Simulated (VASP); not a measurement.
Write the native input for VASP 6.6.1 that does the following.

```yaml
Task: single point
Functional: PBE
Potentials_or_basis: VASP PAW PBE potentials, release 64 (Pt)
Cutoff: 520 eV
k_mesh: 12 × 12 × 12
Occupations: gaussian, width 0.15 eV
Spin: no spin polarisation
Dipole_correction: no
Further_INCAR_settings: ALGO = Fast; EDIFF = 1e-06; NBANDS = 11
```

The structure of Pt lies in POSCAR:

```
Pt
1.0
    0.0000000000      1.7939460944      2.3321299227
    1.7939460944      0.0000000000      2.3321299227
    1.7939460944      1.7939460944      0.0000000000
Pt
1
Direct
    0.0000000000      0.0000000000      0.0000000000
```

This cell differs from its parent crystal: ratio of the length along z to the lengths across it x 1.3, volume and fractional coordinates fixed.

These files were run (other wordings do the same):

INCAR

```
SYSTEM = Pt
PREC = Accurate ; ENCUT = 520
EDIFF = 1E-6 ; ISMEAR = 0
SIGMA = 0.15 ; LREAL = .FALSE.
LASPH = .TRUE. ; NELM = 80
ALGO = Fast ; ISIF = 2
LWAVE = .FALSE. ; LCHARG = .FALSE.
GGA = PE ; NBANDS = 11
```

KPOINTS

```
regular mesh
0
G
  12 12 12
  0 0 0
```

Potentials or basis: VASP PAW PBE potentials, release 64 (Pt).

The run is started by

```console
$ cat potpaw_PBE.64/Pt/POTCAR > POTCAR
$ mpirun -np 1 vasp_std > vasp.out
```

It gave:

```
Pressure               : 23.3 GPa
Band gap on the k mesh : zero (band 5 reaches 13.53 eV, above the bottom of band 6 at 9.34 eV)
```

Caveat: spin-orbit coupling is left out, which moves the levels of the heavy elements.

Wall time 35 s on 1 thread of Intel Xeon 8259CL, on a shared host, peak memory 0.15 GiB.
